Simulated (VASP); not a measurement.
Input of a VASP 6.6.1 run:

The input INCAR:

```
SYSTEM = SiO2
ALGO = Normal
EDIFF = 1E-6
ENCUT = 520
GGA = PE
ISIF = 2
ISMEAR = 0
LASPH = .TRUE.
LCHARG = .FALSE.
LREAL = .FALSE.
LWAVE = .FALSE.
NBANDS = 25
NELM = 80
PREC = Accurate
SIGMA = 0.05
```

The input KPOINTS:

```
k-points
0
G
  6 6 10
  0 0 0
```

Contents of POSCAR:

```
SiO2
1.0
    4.3550670816      0.0000000000      0.0000000000
    0.0000000000      4.3550670816      0.0000000000
    0.0000000000      0.0000000000      2.8499558982
Si O
2 4
Direct
    0.5000000000      0.5000000000      0.5000000000
    0.0000000000      0.0000000000      0.0000000000
    0.6930127928      0.6930127928      0.0000000000
    0.1930127928      0.8069872072      0.5000000000
    0.3069872072      0.3069872072      0.0000000000
    0.8069872072      0.1930127928      0.5000000000
```

Potentials or basis: VASP PAW PBE potentials, release 64 (Si, O).

The run is started by

```sh
$ cat potpaw_PBE.64/Si/POTCAR potpaw_PBE.64/O/POTCAR > POTCAR
$ mpirun -np 1 vasp_std > vasp.out
```

**Question.** Estimate the largest force.

**Answer.** 0.357 eV/Å.

**Question.** Estimate the pressure.

**Answer.** -27.4 GPa.

**Question.** Estimate the band gap on the k mesh.

**Answer.** 3.07 eV.

Forces on the atoms (eV/Å):
```
Si   0.000  0.000  0.000
Si   0.000  0.000  0.000
O   -0.252 -0.252  0.000
O   -0.252  0.252  0.000
O    0.252  0.252  0.000
O    0.252 -0.252  0.000
```

Caveat: the cell stands under tension.
